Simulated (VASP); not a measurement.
Here is a VASP 6.6.1 calculation.

The input INCAR:

```
PREC = Accurate
ENCUT = 520
EDIFF = 1E-6
ISMEAR = -1
SIGMA = 0.05
LREAL = False
LASPH = True
NELM = 60
ALGO = Normal
ISIF = 2
LWAVE = False
LCHARG = False
GGA = PS
NBANDS = 17
```

KPOINTS

```
Automatic mesh
0
Gamma
  7 7 7
```

File POSCAR:

```
SnTe
1.0
    0.0000000000      3.1424618210      3.1424618210
    3.1424618210      0.0000000000      3.1424618210
    3.1424618210      3.1424618210      0.0000000000
Te Sn
1 1
Direct
    0.5000000000      0.5000000000      0.5000000000
    0.0000000000      0.0000000000      0.0000000000
```

Potentials or basis: VASP PAW PBE potentials, release 64 (Te, Sn_d).

The run is started by

```bash
$ cat potpaw_PBE.64/Te/POTCAR potpaw_PBE.64/Sn_d/POTCAR > POTCAR
$ mpirun -np 1 vasp_std > vasp.out
```

Question: What does it give for the pressure?

Answer: 0.0 GPa.

Caveat: the PAW data sets were made with another functional, which shifts forces and pressure a little.
